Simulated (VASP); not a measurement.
# FePb2O4 (I4/mmm) in VASP: notebook

The runs below take FePb2O4 through single point, relaxation of cell and atoms, with PBE.

Program: VASP 6.6.1. These are calculated values, not measurements. Logs are shortened: lines on timing, memory, paths and dates and some standing lists are left out, and cuts for length are marked.

## Step 1: The cell of the first run

The structure is tetragonal, space group I4/mmm (No. 139). Conventional cell: a = 5.830 Å, b = 5.830 Å, c = 6.642 Å, α = 90.00°, β = 90.00°, γ = 90.00°. Within 2.4 Å of Fe (site symmetry 4/mmm) lie 4 O at 1.81 Å. Pb (site symmetry -4m2) has 8 O at 2.66 Å and 2 Pb at 3.32 Å and 4 Fe at 3.35 Å within 3.5 Å. O (site symmetry m2m) has 1 Fe at 1.81 Å within 2.4 Å.

The cell was generated, and may not be a known phase.

## Step 2: Single point, PBE, collinear spin, ferromagnetic start

Contents of INCAR:

```
PREC = Accurate ; ENCUT = 520
EDIFF = 1E-6 ; ISMEAR = 0
SIGMA = 0.15 ; LREAL = False
LASPH = True ; NELM = 150
ALGO = Normal ; ISIF = 2
LWAVE = False ; LCHARG = False
ISPIN = 2 ; MAGMOM = 4 0 0 0 0 0 0
LORBIT = 11 ; LMAXMIX = 4
GGA = PE ; NBANDS = 43
```

Contents of KPOINTS:

```
regular mesh
0
Gamma
  3 3 3
```

Contents of POSCAR:

```
FePb2O4
1.0
   -2.9148977467      2.9148977467      3.3209335844
    2.9148977467     -2.9148977467      3.3209335844
    2.9148977467      2.9148977467     -3.3209335844
Fe Pb O
1 2 4
Direct
    0.0000000000      0.0000000000      0.0000000000
    0.7500000000      0.2500000000      0.5000000000
    0.2500000000      0.7500000000      0.5000000000
    0.2193720994      0.2193720994      0.4387441989
    0.2193720994      0.7806279006      0.0000000000
    0.7806279006      0.7806279006      0.5612558011
    0.7806279006      0.2193720994      0.0000000000
```

Potentials or basis: VASP PAW PBE potentials, release 64 (Fe, Pb_d, O).

Launch:

```console
> cat potpaw_PBE.64/Fe/POTCAR potpaw_PBE.64/Pb_d/POTCAR potpaw_PBE.64/O/POTCAR > POTCAR
> mpirun -np 1 vasp_std > vasp.out
```

OUTCAR:

```text
PREC = Accurate
   ENCUT = 520
   EDIFF = 1E-6
   ISMEAR = 0
   LREAL = False
   LASPH = True
   NELM = 150
   ISIF = 2
   ISPIN = 2
   LORBIT = 11
   GGA = PE

 ion  position               nearest neighbor table
   1  0.000  0.000  0.000-   5 1.81   7 1.81   6 1.81   4 1.81   2 3.35   3 3.35   2 3.35   3 3.35
                             2 3.35   3 3.35   2 3.35   3 3.35
   2  0.750  0.250  0.500-   4 2.66   6 2.66   5 2.66   7 2.66   7 2.66   5 2.66   4 2.66   6 2.66
                             3 3.32   3 3.32   1 3.35   1 3.35   1 3.35   1 3.35   3 4.12   3 4.12
   3  0.250  0.750  0.500-   4 2.66   6 2.66   5 2.66   7 2.66   5 2.66   7 2.66   4 2.66   6 2.66
                             2 3.32   2 3.32   1 3.35   1 3.35   1 3.35   1 3.35   2 4.12   2 4.12
   4  0.219  0.219  0.439-   1 1.81   2 2.66   3 2.66   3 2.66   2 2.66
   5  0.219  0.781  0.000-   1 1.81   2 2.66   3 2.66   3 2.66   2 2.66
   6  0.781  0.781  0.561-   1 1.81   2 2.66   3 2.66   2 2.66   3 2.66
   7  0.781  0.219  0.000-   1 1.81   3 2.66   2 2.66   2 2.66   3 2.66

  LATTYP: Found a body centered tetragonal cell.
 ALAT       =     5.8297954934
 C/A-ratio  =     1.1392967689

  Lattice vectors:

 A1 = (  -2.9148977467,   2.9148977467,   3.3209335844)
 A2 = (   2.9148977467,  -2.9148977467,   3.3209335844)
 A3 = (   2.9148977467,   2.9148977467,  -3.3209335844)

Analysis of symmetry for initial positions (statically):
=====================================================================
 Subroutine PRICEL returns:
 Original cell was already a primitive cell.

 Routine SETGRP: Setting up the symmetry group for a
 body centered tetragonal supercell.

 Subroutine GETGRP returns: Found 16 space group operations
 (whereof 16 operations were pure point group operations)
 out of a pool of 16 trial point group operations.

The static configuration has the point symmetry D_4h.

Analysis of symmetry for dynamics (positions and initial velocities):
=====================================================================
 Subroutine PRICEL returns:
 Original cell was already a primitive cell.

 Routine SETGRP: Setting up the symmetry group for a
 body centered tetragonal supercell.

 Subroutine GETGRP returns: Found 16 space group operations
 (whereof 16 operations were pure point group operations)
 out of a pool of 16 trial point group operations.

The dynamic configuration has the point symmetry D_4h.

Analysis of structural, dynamic, and magnetic symmetry:
=====================================================================
 Subroutine PRICEL returns:
 Original cell was already a primitive cell.

 Routine SETGRP: Setting up the symmetry group for a
 body centered tetragonal supercell.

 Subroutine GETGRP returns: Found 16 space group operations
 (whereof 16 operations were pure point group operations)
 out of a pool of 16 trial point group operations.

The overall configuration has the point symmetry D_4h.

 Subroutine INISYM returns: Found 16 space group operations
 (whereof 16 operations are pure point group operations),
 and found     1 'primitive' translations

----------------------------------------------------------------------------------------

                                     Primitive cell

  volume of cell :     112.8670

  direct lattice vectors                    reciprocal lattice vectors
    -2.914897747  2.914897747  3.320933584     0.000000000  0.171532604  0.150560072
     2.914897747 -2.914897747  3.320933584     0.171532604  0.000000000  0.150560072
     2.914897747  2.914897747 -3.320933584     0.171532604  0.171532604  0.000000000

  length of vectors
     5.293567570  5.293567570  5.293567570     0.228236214  0.228236214  0.242583735

  position of ions in fractional coordinates (direct lattice)
     0.000000000  0.000000000  0.000000000
     0.750000000  0.250000000  0.500000000
     0.250000000  0.750000000  0.500000000
     0.219372099  0.219372099  0.438744199
     0.219372099  0.780627901  0.000000000
     0.780627901  0.780627901  0.561255801
[... 43 lines left out ...]
   NGX = 19   NGY = 19   NGZ = 19

 number of electron      59.9999994 magnetization       2.7647564

 Free energy of the ion-electron system (eV)
  ---------------------------------------------------
  ext. energy  EPLUGINS =         0.00000000
  ---------------------------------------------------
  free energy    TOTEN  =       -42.18726699 eV

  energy without entropy =      -42.14066751  energy(sigma->0) =      -42.16396725

 E-fermi :   3.9109     XC(G=0): -10.0806

 val. band max:        3.8767984274   @ k =   0.3333   0.3333   0.0000
 cond. band min:       3.9143143370   @ k =   0.3333   0.0000   0.0000
 fundamental gap:      0.0375159096
 Fermi energy:         3.9108547591

 spin component 1

 k-point     1 :       0.0000    0.0000    0.0000
  band No.  band energies     occupation
      1     -14.2357      1.00000
      2     -13.4525      1.00000
      3     -13.4525      1.00000
      4     -13.3181      1.00000
      5     -12.1774      1.00000
      6     -11.9584      1.00000
[... 259 lines left out ...]
     41      11.8103      0.00000
     42      14.9355      0.00000
 Fermi energy:         3.9108547591

 spin component 2

 k-point     1 :       0.0000    0.0000    0.0000
  band No.  band energies     occupation
      1     -14.1629      1.00000
      2     -13.4064      1.00000
      3     -13.4064      1.00000
      4     -13.2522      1.00000
      5     -12.1816      1.00000
      6     -11.9692      1.00000
[... 259 lines left out ...]
     41      12.2211      0.00000
     42      15.2596      0.00000
 [bands above 42 left out]

------------------------ aborting loop because EDIFF is reached ----------------------------------------

  FORCE on cell =-STRESS in cart. coord.  units (eV):
  Direction    XX          YY          ZZ          XY          YZ          ZX
  --------------------------------------------------------------------------------------
  -------------------------------------------------------------------------------------
  Total        0.4646967      0.4646967     -0.0937717      0.0000000     -0.0000000      0.0000000
  in kB        6.5964959      6.5964959     -1.3311143      0.0000000     -0.0000000      0.0000000
  external PRESSURE =       3.9539592 kB  Pullay stress =       0.0000000 kB

 VOLUME and BASIS-vectors are now :
 -----------------------------------------------------------------------------
  energy-cutoff  :      520.00
  volume of cell :      112.87
      direct lattice vectors                 reciprocal lattice vectors
    -2.914897747  2.914897747  3.320933584     0.000000000  0.171532604  0.150560072
     2.914897747 -2.914897747  3.320933584     0.171532604  0.000000000  0.150560072
     2.914897747  2.914897747 -3.320933584     0.171532604  0.171532604  0.000000000

 POSITION                                       TOTAL-FORCE (eV/Angst)
 -----------------------------------------------------------------------------------
      0.00000      0.00000      0.00000         0.000000      0.000000     -0.000000
     -0.00000      2.91490      1.66047        -0.000000      0.000000     -0.000000
      2.91490     -0.00000      1.66047         0.000000      0.000000     -0.000000
      1.27889      1.27889     -0.00000         0.117544      0.117544     -0.000000
      1.63600     -1.63600      3.32093        -0.117544      0.117544     -0.000000
      1.63600      1.63600      3.32093        -0.117544     -0.117544      0.000000
     -1.63600      1.63600      3.32093         0.117544     -0.117544     -0.000000
 -----------------------------------------------------------------------------------
    total drift:                                0.000000      0.000000     -0.000000

  FREE ENERGIE OF THE ION-ELECTRON SYSTEM (eV)
  ---------------------------------------------------
  free  energy   TOTEN  =       -42.1872669858 eV

  energy  without entropy=      -42.1406675139  energy(sigma->0) =      -42.16396725

 total charge

# of ion       s       p       d       tot
------------------------------------------
    1        0.518   0.762   6.118   7.398
    2        1.479   0.405   9.865  11.750
    3        1.479   0.405   9.865  11.750
    4        1.585   3.343   0.000   4.928
    5        1.585   3.343   0.000   4.928
    6        1.585   3.343   0.000   4.928
    7        1.585   3.343   0.000   4.928
--------------------------------------------------
tot          9.817  14.943  25.848  50.608

 magnetization (x)

# of ion       s       p       d       tot
------------------------------------------
    1        0.035   0.014   2.473   2.522
    2       -0.024   0.012   0.001  -0.010
    3       -0.024   0.012   0.001  -0.010
    4        0.000   0.028   0.000   0.028
    5        0.000   0.028   0.000   0.028
    6        0.000   0.028   0.000   0.028
    7        0.000   0.028   0.000   0.028
--------------------------------------------------
tot         -0.012   0.151   2.475   2.614
```

It took 2.9 min on 1 thread of Intel Xeon 8259CL, shared host; peak memory 0.31 GiB.

What came out:

* Free energy: -42.1873 eV
* Pressure: 0.4 GPa
* Largest force: 0.166 eV/Å
* Net moment: 2.76 μB per cell
* Site moments: Fe +2.52; Pb -0.01; O +0.03 μB
* Valence electrons inside the program's atomic spheres: Fe 7.40; Pb 11.75; O 4.93

Forces in eV/Å, atoms in the order of the input:
```
Fe   0.000  0.000  0.000
Pb   0.000  0.000  0.000
Pb   0.000  0.000  0.000
O    0.118  0.118  0.000
O   -0.118  0.118  0.000
O   -0.118 -0.118  0.000
O    0.118 -0.118  0.000
```

Caveat: the k points lie up to 0.48 Å⁻¹ apart; spin-orbit coupling is left out, which moves the levels of the heavy elements; a cell with one magnetic atom can't hold antiferromagnetic order, which such compounds often take; semilocal functionals often make such compounds metallic where correlation or magnetic order opens a gap, which also shifts bond lengths.

## Step 3: Single point, PBE, collinear spin, ferromagnetic start

This run uses another cell than the first one, of 13.85 Å³/atom.

INCAR is that of step 2.

Contents of KPOINTS:

```
Automatic mesh
0
Gamma
  4 4 4
```

Contents of POSCAR:

```
FePb2O4
1.0
   -1.9425847993      1.9425847993      6.4238975156
    1.9425847993     -1.9425847993      6.4238975156
    1.9425847993      1.9425847993     -6.4238975156
Fe Pb O
1 2 4
Direct
    0.0000000000      0.0000000000      0.0000000000
    0.3585341752      0.3585341752      0.0000000000
    0.6414658248      0.6414658248      0.0000000000
    0.5000000000      0.0000000000      0.5000000000
    0.0000000000      0.5000000000      0.5000000000
    0.8533974344      0.8533974344      0.0000000000
    0.1466025656      0.1466025656      0.0000000000
```

Potentials or basis: VASP PAW PBE potentials, release 64 (Fe, Pb_d, O).

Launch:

```console
> cat potpaw_PBE.64/Fe/POTCAR potpaw_PBE.64/Pb_d/POTCAR potpaw_PBE.64/O/POTCAR > POTCAR
> mpirun -np 1 vasp_std > vasp.out
```

Wall time 16 min (1 thread of Intel Xeon 8259CL, shared host); peak memory 0.55 GiB.

It converged, with:

```yaml
Free_energy: -42.8797 eV
Pressure: 0.0 GPa
Largest_force: 0.124 eV/Å
Net_moment: 2.98 μB per cell
Site_moments: Fe +2.50; Pb +0.02; O +0.04, +0.10 (each value once) μB
Valence_electrons_inside_the_program's_atomic_spheres: Fe 7.18; Pb 11.75; O 4.97, 4.92 (each value once)
```

Forces in eV/Å, atoms in the order of the input:
```
Fe   0.000  0.000  0.000
Pb   0.000  0.000  0.015
Pb   0.000  0.000 -0.015
O    0.000  0.000  0.000
O    0.000  0.000  0.000
O    0.000  0.000 -0.124
O    0.000  0.000  0.124
```

Stress tensor (GPa, compression positive):
```
-0.09  0.00  0.00
 0.00 -0.09  0.00
 0.00  0.00  0.29
```

Levels at points of the mesh, in eV from the Fermi level:
Spin up:
| k point | band 28 | band 29 | band 30 | band 31 | band 32 | band 33 | band 34 | band 35 | band 36 | band 37 |
| --- | --- | --- | --- | --- | --- | --- | --- | --- | --- | --- |
| (0.00, 0.00, 0.00) | -2.08 | -2.08 | -1.97 | -1.97 | -1.81 | -0.69 | 2.37 | 5.48 | 5.48 | 7.11 |
| (0.50, 0.00, 0.00) | -1.49 | -1.37 | -1.21 | -0.78 | -0.55 | 1.20 | 2.13 | 2.65 | 4.48 | 4.76 |
| (0.50, 0.50, 0.00) | -1.53 | -1.53 | -1.46 | -1.38 | 1.59 | 2.26 | 3.59 | 4.01 | 4.62 | 4.88 |
| (0.50, 0.50, 0.50) | -2.29 | -2.20 | -1.66 | -1.66 | -0.67 | -0.05 | 3.39 | 4.51 | 6.03 | 6.03 |
Spin down:
| k point | band 27 | band 28 | band 29 | band 30 | band 31 | band 32 |
| --- | --- | --- | --- | --- | --- | --- |
| (0.00, 0.00, 0.00) | -1.95 | -1.69 | -1.04 | 0.14 | 0.14 | 0.31 |
| (0.50, 0.00, 0.00) | -1.14 | -0.58 | 0.30 | 0.35 | 0.79 | 1.02 |
| (0.50, 0.50, 0.00) | -1.36 | -1.28 | 0.33 | 0.46 | 0.51 | 2.74 |
| (0.50, 0.50, 0.50) | -2.25 | -1.04 | -0.57 | 0.30 | 0.30 | 0.31 |

Caveat: the k points lie up to 0.42 Å⁻¹ apart; spin-orbit coupling is left out, which moves the levels of the heavy elements; a cell with one magnetic atom can't hold antiferromagnetic order, which such compounds often take; semilocal functionals often make such compounds metallic where correlation or magnetic order opens a gap, which also shifts bond lengths.

## Step 4: Relaxation of cell and atoms, PBE, collinear spin, ferromagnetic start

This run uses another cell than the first one, of 15.13 Å³/atom.

Contents of INCAR:

```
ALGO = Normal
EDIFF = 1E-6
EDIFFG = -0.08
ENCUT = 600
GGA = PE
IBRION = 2
ISIF = 3
ISMEAR = 0
ISPIN = 2
LASPH = T
LCHARG = F
LMAXMIX = 4
LORBIT = 11
LREAL = F
LWAVE = F
MAGMOM = 4 0 0 0 0 0 0
NELM = 150
NSW = 36
PREC = Accurate
SIGMA = 0.15
```

Contents of KPOINTS:

```
k-points
0
Gamma
  3 3 3
```

Contents of POSCAR:

```
FePb2O4
1.0
   -3.1900022100      3.1900022100      2.6020447100
    3.1900022100     -3.1900022100      2.6020447100
    3.1900022100      3.1900022100     -2.6020447100
Fe Pb O
1 2 4
Direct
    0.0000000000      0.0000000000      0.0000000000
    0.7500000000      0.2500000000      0.5000000000
    0.2500000000      0.7500000000      0.5000000000
    0.3000000100      0.3000000100      0.6000000200
    0.3000000100      0.6999999900      0.0000000000
    0.6999999900      0.6999999900      0.3999999800
    0.6999999900      0.3000000100      0.0000000000
```

Launch:

```console
> cat potpaw_PBE.64/Fe/POTCAR potpaw_PBE.64/Pb_d/POTCAR potpaw_PBE.64/O/POTCAR > POTCAR
> mpirun -np 1 vasp_std > vasp.out
```

It took 47 min on 1 thread of Intel Xeon 8259CL, shared host; peak memory 0.37 GiB.

It converged, with:

```
Free energy                                           : -42.1378 eV
Relaxed volume                                        : 15.93 Å³/atom
Relaxed cell                                          : a = 5.269 Å, b = 5.269 Å, c = 5.269 Å, α = 112.82°, β = 112.82°, γ = 102.96°
Space group after relaxing (to 0.1 Å)                 : I4/mmm (No. 139)
Energy gained by relaxing                             : 1485.7 meV/atom
Ionic steps                                           : 14
Pressure after relaxing                               : 0.1 GPa
Largest force after relaxing                          : 0.027 eV/Å
Net moment                                            : 2.75 μB per cell
Site moments                                          : Fe +2.53; Pb -0.01; O +0.03 μB
Valence electrons inside the program's atomic spheres : Fe 7.37; Pb 11.76; O 4.93
```

Forces in eV/Å, atoms in the order of the input:
```
Fe   0.000  0.000  0.000
Pb   0.000  0.000  0.000
Pb   0.000  0.000  0.000
O   -0.019 -0.019  0.000
O    0.019 -0.019  0.000
O    0.019  0.019  0.000
O   -0.019  0.019  0.000
```

Stress tensor (GPa, compression positive):
```
 0.13  0.00  0.00
 0.00  0.13  0.00
 0.00  0.00 -0.07
```

The path:
| step | energy change (eV) | largest force (eV/Å) | pressure (GPa) | volume (Å³) |
| --- | --- | --- | --- | --- |
| 1 | 0.0000 | 1.8088 | 1.58 | 105.91 |
| 2 | -3.4234 | 2.8976 | -6.25 | 107.03 |
| 3 | -6.6374 | 1.2929 | 2.79 | 98.37 |
| 4 | -6.6323 | 3.7077 | -6.10 | 104.09 |
| 5 | -7.0359 | 3.4955 | -4.66 | 102.61 |
| 6 | -7.0285 | 3.6094 | 22.30 | 96.09 |
| 7 | -8.2352 | 1.2066 | 4.62 | 98.95 |
| 8 | -9.8048 | 0.0193 | 4.49 | 103.91 |
| 9 | -10.2182 | 1.2657 | 6.36 | 107.54 |
| 10 | -9.7294 | 1.8132 | -9.53 | 122.35 |
| 11 | -10.3974 | 0.1061 | -0.70 | 112.29 |
| 12 | -10.3981 | 0.0443 | -0.37 | 112.03 |
| 13 | -10.3980 | 0.0223 | -0.26 | 111.94 |
| 14 | -10.4000 | 0.0268 | 0.06 | 111.52 |

Final structure:
```
Fe Pb O
1.0
    -2.91494    2.91494    3.28131
     2.91494   -2.91494    3.28131
     2.91494    2.91494   -3.28131
Fe Pb O
1 2 4
Direct
  0.00000 0.00000 0.00000
  0.75000 0.25000 0.50000
  0.25000 0.75000 0.50000
  0.22033 0.22033 0.44067
  0.22033 0.77967 0.00000
  0.77967 0.77967 0.55933
  0.77967 0.22033 0.00000
```

Levels at points of the mesh, in eV from the Fermi level:
Spin up:
```
           k point  band 27  band 28  band 29  band 30  band 31  band 32  band 33  band 34  band 35  band 36
(0.00, 0.00, 0.00)    -1.49    -1.49    -1.45    -1.45    -1.45    -0.85     2.92     5.25     5.44     5.83
```
Spin down:
```csv
k point,band 25,band 26,band 27,band 28,band 29,band 30,band 31,band 32,band 33,band 34
"(0.00, 0.00, 0.00)",-1.47,-1.47,-1.22,-0.84,0.17,0.44,1.10,1.10,3.97,5.49
```

Caveat: the k points lie up to 0.48 Å⁻¹ apart in the final cell; spin-orbit coupling is left out, which moves the levels of the heavy elements; a cell with one magnetic atom can't hold antiferromagnetic order, which such compounds often take; semilocal functionals often make such compounds metallic where correlation or magnetic order opens a gap, which also shifts bond lengths.

## Step 5: Summary

```csv
task,cell,k mesh,cutoff (eV),gap on the mesh (eV),pressure (GPa),moment (μB),largest force (eV/Å)
single point,"a = 5.294 Å, angles 113.2, 113.2, 102.3°, 7 atoms, atomic positions A",3 × 3 × 3,520,none,0.4,2.76,0.17
single point,"a = 6.987 Å, angles 147.7, 147.7, 46.3°, 7 atoms, atomic positions B",4 × 4 × 4,520,none,0.0,2.98,0.12
relaxation of cell and atoms,"relaxed from a = 5.208 Å, angles 104.5, 104.5, 120.0°, 7 atoms, atomic positions C",3 × 3 × 3,600,none,0.1,2.75,0.03
```

Alike in all rows: level PBE; potentials or basis VASP PAW PBE potentials, release 64 (Fe, Pb_d, O); spin collinear, ferromagnetic start; smearing gaussian 0.15 eV.

Caveats: all runs use coarse meshes; spin-orbit coupling is left out, which moves the levels of the heavy elements; a cell with one magnetic atom can't hold antiferromagnetic order, which such compounds often take; semilocal functionals often make such compounds metallic where correlation or magnetic order opens a gap, which also shifts bond lengths.

Absolute energies hang on the potentials; compare differences alone.

The gap in the log of VASP goes by the Fermi energy; the results here count the filled bands.